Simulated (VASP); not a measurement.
# InP (Fm-3m) in VASP: notebook, part 3 of 3

VASP 6.6.1.

## 6. Vibrations by perturbation theory, PBE

This run uses another cell than the first one, of 18.42 Å³/atom.

The input, INCAR:

```
SYSTEM = InP
ALGO = Normal
EDIFF = 1E-8
ENCUT = 520
GGA = PE
IBRION = 8
ISIF = 2
ISMEAR = -1
LASPH = .True.
LCHARG = .False.
LREAL = .False.
LWAVE = .False.
NBANDS = 16
NELM = 100
NSW = 1
PREC = Accurate
SIGMA = 0.15
```

The input, KPOINTS:

```
k-points
0
Gamma
  14 14 14
  0 0 0
```

The input, POSCAR:

```
InP
1.0
    0.0000000000      2.6411924805      2.6411924805
    2.6411924805      0.0000000000      2.6411924805
    2.6411924805      2.6411924805      0.0000000000
In P
1 1
Direct
    0.0000000000      0.0000000000      0.0000000000
    0.5000000000      0.5000000000      0.5000000000
```

Potentials or basis: VASP PAW PBE potentials, release 64 (In_d, P).

On the command line:

```sh
$ cat potpaw_PBE.64/In_d/POTCAR potpaw_PBE.64/P/POTCAR > POTCAR
$ mpirun -np 1 vasp_std > vasp.out
```

OUTCAR:

```text
SYSTEM = InP
   EDIFF = 1E-8
   ENCUT = 520
   GGA = PE
   IBRION = 8
   ISIF = 2
   ISMEAR = -1
   LASPH = .True.
   LREAL = .False.
   NELM = 100
   NSW = 1
   PREC = Accurate

 ion  position               nearest neighbor table
   1  0.000  0.000  0.000-   2 2.64   2 2.64   2 2.64   2 2.64   2 2.64   2 2.64
   2  0.500  0.500  0.500-   1 2.64   1 2.64   1 2.64   1 2.64   1 2.64   1 2.64

  LATTYP: Found a face centered cubic cell.
[... 714 lines left out ...]
               1X          1Y          1Z          2X          2Y          2Z
  1X    -4.816704    0.000000    0.000000    4.816704    0.000000    0.000000
  1Y     0.000000   -4.816704    0.000000    0.000000    4.816704    0.000000
  1Z     0.000000    0.000000   -4.816704    0.000000    0.000000    4.816704
  2X     4.842216    0.000000    0.000000   -4.842216    0.000000    0.000000
  2Y     0.000000    4.842216    0.000000    0.000000   -4.842216    0.000000
  2Z     0.000000    0.000000    4.842216    0.000000    0.000000   -4.842216

 Eigenvectors and eigenvalues of the dynamical matrix
 ----------------------------------------------------

   1 f  =    6.961331 THz    43.739330 2PiTHz  232.204993 cm-1    28.789737 meV
             X         Y         Z           dx          dy          dz
      0.000000  0.000000  0.000000    -0.446978   -0.108531    0.000000
      2.641192  2.641192  2.641192     0.862865    0.209512    0.000000
[... 21 lines left out ...]
   6 f/i=    0.007509 THz     0.047183 2PiTHz    0.250489 cm-1     0.031057 meV
             X         Y         Z           dx          dy          dz
      0.000000  0.000000  0.000000     0.003012   -0.204101   -0.864156
      2.641192  2.641192  2.641192     0.001560   -0.105728   -0.447647

--------------------------------------------------------------------------------------------------------

 ELASTIC MODULI CONTR FROM IONIC RELAXATION (kBar)
 Direction    XX          YY          ZZ          XY          YZ          ZX
 --------------------------------------------------------------------------------
 XX           0.0000      0.0000      0.0000      0.0000      0.0000      0.0000
 YY           0.0000      0.0000      0.0000      0.0000      0.0000      0.0000
 ZZ           0.0000      0.0000      0.0000      0.0000      0.0000      0.0000
 XY           0.0000      0.0000      0.0000      0.0000      0.0000      0.0000
 YZ           0.0000      0.0000      0.0000      0.0000      0.0000      0.0000
 ZX           0.0000      0.0000      0.0000      0.0000      0.0000      0.0000
 --------------------------------------------------------------------------------
```

stdout:

```text
POSCAR found type information on POSCAR InP
 POSCAR found :  2 types and       2 ions
 scaLAPACK will be used
 LDA part: xc-table for (Slater+PW92), standard interpolation
 POSCAR, INCAR and KPOINTS ok, starting setup
 FFT: planning ... GRIDC
 FFT: planning ... GRID_SOFT
 FFT: planning ... GRID
 WAVECAR not read
 entering main loop
 Linear response reoptimize wavefunctions to high precision
 Linear response DOF=           2
 Linear response progress:
 first order change of Fermi-energy  -0.54521E-03
 force on displaced ion       1 direction 1 :  -4.817   0.000   0.000
 Linear response progress:
 first order change of Fermi-energy   0.17225E-02
 force on displaced ion       2 direction 1 :  -4.842   0.000   0.000
 Linear response finished
```

It took 7.9 min on 1 thread of Intel Xeon 8259CL, shared host; peak memory 0.42 GiB.

Results:

```
Highest phonon frequency at Γ, LO-TO splitting left out : 232 cm⁻¹
```

Phonon frequencies in cm⁻¹ (negative: imaginary):
| q point | frequencies |
| --- | --- |
| (0.000, 0.000, 0.000) | 0 0 0 232 232 232 |

Caveat: the cell stands under pressure or tension, which shifts response properties; spin-orbit coupling is left out, which moves the levels of the heavy elements.

## 7. Vibrations by perturbation theory, PBE

This run uses another cell than the first one, of 19.49 Å³/atom.

The input, INCAR:

```
ALGO = Normal
EDIFF = 1E-8
ENCUT = 520
GGA = PE
IBRION = 8
ISIF = 2
ISMEAR = -1
LASPH = T
LCHARG = F
LREAL = F
LWAVE = F
NBANDS = 16
NELM = 100
NSW = 1
PREC = Accurate
SIGMA = 0.15
```

The input, KPOINTS:

```
k-points
0
Gamma
  14 14 14
```

The input, POSCAR:

```
InP
1.0
    0.0000000000      2.6913575208      2.6913575208
    2.6913575208      0.0000000000      2.6913575208
    2.6913575208      2.6913575208      0.0000000000
In P
1 1
Direct
    0.0000000000      0.0000000000      0.0000000000
    0.5000000000      0.5000000000      0.5000000000
```

Potentials or basis: VASP PAW PBE potentials, release 64 (In_d, P).

On the command line:

```sh
$ cat potpaw_PBE.64/In_d/POTCAR potpaw_PBE.64/P/POTCAR > POTCAR
$ mpirun -np 1 vasp_std > vasp.out
```

OUTCAR:

```text
EDIFF = 1E-8
   ENCUT = 520
   GGA = PE
   IBRION = 8
   ISIF = 2
   ISMEAR = -1
   LASPH = T
   LREAL = F
   NELM = 100
   NSW = 1
   PREC = Accurate

 ion  position               nearest neighbor table
   1  0.000  0.000  0.000-   2 2.69   2 2.69   2 2.69   2 2.69   2 2.69   2 2.69
   2  0.500  0.500  0.500-   1 2.69   1 2.69   1 2.69   1 2.69   1 2.69   1 2.69

  LATTYP: Found a face centered cubic cell.
 ALAT       =     5.3827150416

  Lattice vectors:

 A1 = (   0.0000000000,   2.6913575208,   2.6913575208)
 A2 = (   2.6913575208,   0.0000000000,   2.6913575208)
 A3 = (   2.6913575208,   2.6913575208,   0.0000000000)

Analysis of symmetry for initial positions (statically):
=====================================================================
 Subroutine PRICEL returns:
 Original cell was already a primitive cell.

 Routine SETGRP: Setting up the symmetry group for a
 face centered cubic supercell.

 Subroutine GETGRP returns: Found 48 space group operations
 (whereof 48 operations were pure point group operations)
 out of a pool of 48 trial point group operations.

The static configuration has the point symmetry O_h .

Analysis of symmetry for dynamics (positions and initial velocities):
=====================================================================
 Subroutine PRICEL returns:
 Original cell was already a primitive cell.

 Routine SETGRP: Setting up the symmetry group for a
 face centered cubic supercell.

 Subroutine GETGRP returns: Found 48 space group operations
 (whereof 48 operations were pure point group operations)
 out of a pool of 48 trial point group operations.

The dynamic configuration has the point symmetry O_h .

 Subroutine INISYM returns: Found 48 space group operations
 (whereof 48 operations are pure point group operations),
 and found     1 'primitive' translations

----------------------------------------------------------------------------------------

                                     Primitive cell

  volume of cell :      38.9892

  direct lattice vectors                    reciprocal lattice vectors
     0.000000000  2.691357521  2.691357521    -0.185779851  0.185779851  0.185779851
     2.691357521  0.000000000  2.691357521     0.185779851 -0.185779851  0.185779851
     2.691357521  2.691357521  0.000000000     0.185779851  0.185779851 -0.185779851

  length of vectors
     3.806154307  3.806154307  3.806154307     0.321780141  0.321780141  0.321780141

  position of ions in fractional coordinates (direct lattice)
     0.000000000  0.000000000  0.000000000
     0.500000000  0.500000000  0.500000000

  ion indices of the primitive-cell ions
   primitive index   ion index
                 1           1
                 2           2

[... 125 lines left out ...]
 Fermi energy:         8.1597605655

 k-point     1 :       0.0000    0.0000    0.0000
  band No.  band energies     occupation
      1      -6.2020      2.00000
      2      -6.2020      2.00000
      3      -6.1760      2.00000
      4      -6.1760      2.00000
      5      -6.1760      2.00000
      6      -4.5519      2.00000
[... 433 lines left out ...]
      3      -6.1945      2.00000
      4      -6.1254      2.00000
      5      -6.1059      2.00000
      6      -3.4996      2.00000
[... 8 lines left out ...]
     15      18.4658      0.00000
     16      18.7492      0.00000

 [... further k-points ...]

------------------------ aborting loop because EDIFF is reached ----------------------------------------

  FORCE on cell =-STRESS in cart. coord.  units (eV):
  Direction    XX          YY          ZZ          XY          YZ          ZX
  --------------------------------------------------------------------------------------
  -------------------------------------------------------------------------------------
  Total        1.9386174      1.9386174      1.9386174      0.0000000      0.0000000      0.0000000
  in kB       79.6633384     79.6633384     79.6633384      0.0000000      0.0000000      0.0000000
  external PRESSURE =      79.6633384 kB  Pullay stress =       0.0000000 kB

 VOLUME and BASIS-vectors are now :
 -----------------------------------------------------------------------------
  energy-cutoff  :      520.00
  volume of cell :       38.99
      direct lattice vectors                 reciprocal lattice vectors
     0.000000000  2.691357521  2.691357521    -0.185779851  0.185779851  0.185779851
     2.691357521  0.000000000  2.691357521     0.185779851 -0.185779851  0.185779851
     2.691357521  2.691357521  0.000000000     0.185779851  0.185779851 -0.185779851

 POSITION                                       TOTAL-FORCE (eV/Angst)
 -----------------------------------------------------------------------------------
      0.00000      0.00000      0.00000        -0.000000      0.000000     -0.000000
      2.69136      2.69136      2.69136         0.000000     -0.000000      0.000000
 -----------------------------------------------------------------------------------
    total drift:                               -0.000000      0.000000      0.000000

  FREE ENERGIE OF THE ION-ELECTRON SYSTEM (eV)
  ---------------------------------------------------
  free  energy   TOTEN  =        -7.8711278237 eV

  energy  without entropy=       -7.8067775223  energy(sigma->0) =       -7.83895267

[... ionic steps 2 to 3 ...]

--------------------------------------- Ionic step        4  -------------------------------------------

------------------------ aborting loop because EDIFF is reached ----------------------------------------

[... ionic steps 5 to 6 ...]

--------------------------------------- Ionic step        7  -------------------------------------------

 Free energy of the ion-electron system (eV)
  ---------------------------------------------------
  ---------------------------------------------------
  free energy    TOTEN  =        -0.04770196 eV

  energy without entropy =       -0.04770196

------------------------ aborting loop because EDIFF is reached ----------------------------------------

 INTERNAL STRAIN TENSOR  FOR ION    2  DIRECTION 1   (eV/Angst):
 -----------------------------------------------------------------------------
    -0.05264  0.00000 -0.00000
     0.00000  0.03450 -0.00000
     0.00000 -0.00000  0.03450

 INTERNAL STRAIN TENSOR FOR ION    2 for displacements in x,y,z  (eV/Angst):
          X           Y           Z          XY          YZ          ZX
  --------------------------------------------------------------------------------
  x     0.00000     0.00000     0.00000     0.00000     0.00000     0.00000
  y     0.00000     0.00000     0.00000     0.00000     0.00000     0.00000
  z     0.00000     0.00000     0.00000     0.00000     0.00000     0.00000

 SECOND DERIVATIVES (NOT SYMMETRIZED)
 ------------------------------------
               1X          1Y          1Z          2X          2Y          2Z
  1X    -3.617143    0.000000    0.000000    3.617143    0.000000    0.000000
  1Y     0.000000   -3.617143    0.000000    0.000000    3.617143    0.000000
  1Z     0.000000    0.000000   -3.617143    0.000000    0.000000    3.617143
  2X     3.595486    0.000000    0.000000   -3.595486    0.000000    0.000000
  2Y     0.000000    3.595486    0.000000    0.000000   -3.595486    0.000000
  2Z     0.000000    0.000000    3.595486    0.000000    0.000000   -3.595486

 Eigenvectors and eigenvalues of the dynamical matrix
 ----------------------------------------------------

   1 f  =    6.005788 THz    37.735476 2PiTHz  200.331508 cm-1    24.837930 meV
             X         Y         Z           dx          dy          dz
      0.000000  0.000000  0.000000     0.000000    0.462015    0.000000
      2.691358  2.691358  2.691358     0.000000   -0.886872    0.000000
[... 21 lines left out ...]
   6 f/i=    0.007389 THz     0.046426 2PiTHz    0.246470 cm-1     0.030558 meV
             X         Y         Z           dx          dy          dz
      0.000000  0.000000  0.000000     0.000000    0.000000    0.886872
      2.691358  2.691358  2.691358     0.000000    0.000000    0.462015

--------------------------------------------------------------------------------------------------------

 ELASTIC MODULI CONTR FROM IONIC RELAXATION (kBar)
 Direction    XX          YY          ZZ          XY          YZ          ZX
 --------------------------------------------------------------------------------
 XX           0.0000      0.0000      0.0000      0.0000      0.0000      0.0000
 YY           0.0000      0.0000      0.0000      0.0000      0.0000      0.0000
 ZZ           0.0000      0.0000      0.0000      0.0000      0.0000      0.0000
 XY           0.0000      0.0000      0.0000      0.0000      0.0000      0.0000
 YZ           0.0000      0.0000      0.0000      0.0000      0.0000      0.0000
 ZX           0.0000      0.0000      0.0000      0.0000      0.0000      0.0000
 --------------------------------------------------------------------------------
```

OSZICAR:

```text
N       E                     dE             d eps       ncg     rms          rms(c)
DAV:   1     0.108536175371E+03    0.10854E+03   -0.85286E+03  3392   0.135E+03
DAV:   2    -0.172293337524E+01   -0.11026E+03   -0.10504E+03  3776   0.310E+02
DAV:   3    -0.804800809463E+01   -0.63251E+01   -0.62495E+01  4312   0.702E+01
DAV:   4    -0.819536880455E+01   -0.14736E+00   -0.14731E+00  4232   0.108E+01
[... 45 lines left out ...]
RMM:  10    -0.477018338948E-01    0.33893E-06   -0.22153E-09 15690   0.185E-04    0.737E-05
RMM:  11    -0.477019829975E-01   -0.14910E-06   -0.39811E-08 15766   0.833E-05    0.355E-05
RMM:  12    -0.477019625943E-01    0.20403E-07    0.38596E-08 16346   0.398E-05    0.534E-06
RMM:  13    -0.477019621451E-01    0.44925E-09   -0.31419E-08 14209   0.240E-05    0.220E-06
 Linear response finished
```

stdout:

```text
POSCAR found type information on POSCAR InP
 POSCAR found :  2 types and       2 ions
 scaLAPACK will be used
 LDA part: xc-table for (Slater+PW92), standard interpolation
 POSCAR, INCAR and KPOINTS ok, starting setup
 FFT: planning ... GRIDC
 FFT: planning ... GRID_SOFT
 FFT: planning ... GRID
 WAVECAR not read
 entering main loop
 Linear response reoptimize wavefunctions to high precision
 Linear response DOF=           2
 Linear response progress:
 first order change of Fermi-energy  -0.56793E-03
 force on displaced ion       1 direction 1 :  -3.617   0.000   0.000
 Linear response progress:
 first order change of Fermi-energy   0.18111E-02
 force on displaced ion       2 direction 1 :  -3.595   0.000   0.000
 Linear response finished
```

Wall time 8 min (1 thread of Intel Xeon 8259CL, shared host); peak memory 0.42 GiB.

Results:

- Highest phonon frequency at Γ, LO-TO splitting left out: 200 cm⁻¹

Phonon frequencies in cm⁻¹ (negative: imaginary):
```tsv
q point	frequencies
(0.000, 0.000, 0.000)	0 0 0 200 200 200
```

Caveat: the cell stands under pressure or tension, which shifts response properties; spin-orbit coupling is left out, which moves the levels of the heavy elements.
